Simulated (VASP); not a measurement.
Input of a VASP 6.6.1 run:

Contents of POSCAR:

```
Sr
1.0
    6.9326848881      0.0000000000      0.0000000000
   -3.4663424440      6.0038812295      0.0000000000
    0.0000000000      0.0000000000      4.1269241466
Sr
3
Direct
    0.0000000000      0.0000000000      0.0000000000
    0.3333333333      0.6666666667      0.5000000000
    0.6666666667      0.3333333333      0.5000000000
```

Contents of INCAR.step1:

```
SYSTEM = Sr
PREC     = Accurate       ! precision mode
ENCUT    = 520            ! plane-wave cutoff, eV
ISMEAR   = -1             ! smearing method
SIGMA    = 0.1            ! smearing width, eV
LREAL    = .False.        ! projectors in reciprocal space
LASPH    = .True.         ! aspherical terms in the spheres
NELM     = 100            ! most SCF steps
NBANDS   = 22             ! bands
GGA      = PE             ! functional
ALGO     = Normal         ! electronic algorithm
EDIFF    = 1E-4           ! SCF threshold, eV
LWAVE    = .True.         ! write WAVECAR
LCHARG   = .False.        ! write CHGCAR
```

File INCAR.step2:

```
SYSTEM = Sr
PREC     = Accurate       ! precision mode
ENCUT    = 520            ! plane-wave cutoff, eV
EDIFF    = 1E-6           ! SCF threshold, eV
ISMEAR   = -1             ! smearing method
SIGMA    = 0.1            ! smearing width, eV
LREAL    = .False.        ! projectors in reciprocal space
LASPH    = .True.         ! aspherical terms in the spheres
NELM     = 100            ! most SCF steps
ALGO     = Normal         ! electronic algorithm
ISIF     = 2              ! what is computed and relaxed
LWAVE    = .False.        ! write WAVECAR
LCHARG   = .True.         ! write CHGCAR
METAGGA  = R2SCAN         ! meta-GGA
LMIXTAU  = .True.       
LELF     = .True.         ! ELF
LVHAR    = .True.       
NBANDS   = 22             ! bands
ISTART   = 1
```

KPOINTS

```
Automatic mesh
0
Gamma
  7 7 10
  0 0 0
```

Potentials or basis: VASP PAW PBE potentials, release 64 (Sr_sv).

Launch:

```bash
$ cat potpaw_PBE.64/Sr_sv/POTCAR > POTCAR
$ cp INCAR.step1 INCAR
$ mpirun -np 1 vasp_std > vasp.out
$ cp INCAR.step2 INCAR
$ mpirun -np 1 vasp_std > vasp.out
```

Task: Predict the pressure.

Result: 0.0 GPa.

Task: Predict the band gap on the k mesh.

Result: Zero (bands 15 and 16 overlap by 0.24 eV).

Caveat: the PAW data sets were made with another functional, which shifts forces and pressure a little.
